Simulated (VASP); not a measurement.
## TiO2: single point with PBE

The system is TiO2.

```
Ti O
1.0
    -1.89146    1.89146    4.75649
     1.89146   -1.89146    4.75649
     1.89146    1.89146   -4.75649
Ti O
2 4
Direct
  0.75000 0.25000 0.50000
  0.00000 0.00000 0.00000
  0.79119 0.79119 0.00000
  0.54119 0.04119 0.50000
  0.95881 0.45881 0.50000
  0.20881 0.20881 0.00000
```

- Program: VASP 6.6.1
- Task: single point
- Functional: PBE
- Potentials or basis: VASP PAW PBE potentials, release 64 (Ti_sv, O)
- Cutoff: 520 eV
- k mesh: 10 × 10 × 10
- Occupations: fermi-dirac, width 0.05 eV
- Spin: no spin polarisation

The pressure is 5.7 GPa. The largest force is 0.021 eV/Å. The band gap on the k mesh is 2.09 eV (least direct gap 2.44 eV).

Forces in eV/Å, atoms in the order of the input:
```
Ti   0.000  0.000  0.000
Ti   0.000  0.000  0.000
O    0.000  0.000 -0.021
O    0.000  0.000 -0.021
O    0.000  0.000  0.021
O    0.000  0.000  0.021
```

Stress tensor (GPa, compression positive):
```
5.67 0.00 0.00
0.00 5.67 0.00
0.00 0.00 5.75
```

Levels at points of the mesh, in eV from the valence-band top:
```
           k point  band 21  band 22  band 23  band 24  band 25  band 26  band 27  band 28
(0.00, 0.00, 0.00)    -0.77    -0.77    -0.48    -0.48     2.09     2.83     3.94     3.94
(0.50, 0.00, 0.00)    -1.96    -0.96    -0.86    -0.65     3.22     3.52     3.55     3.65
(0.50, 0.50, 0.00)    -2.09    -2.09    -0.03    -0.03     3.34     3.34     3.81     3.81
(0.50, 0.50, 0.50)    -1.28    -1.28    -0.13    -0.13     2.45     2.45     3.75     3.75
```

It took 4.7 min on 1 thread of Intel(R) Xeon(R) 6975P-C (Granite Rapids), with other jobs on the host, peak memory 0.36 GiB.

Caveat: the cell stands under pressure. A hybrid or GW would open this gap; PBE tends to underestimate it.
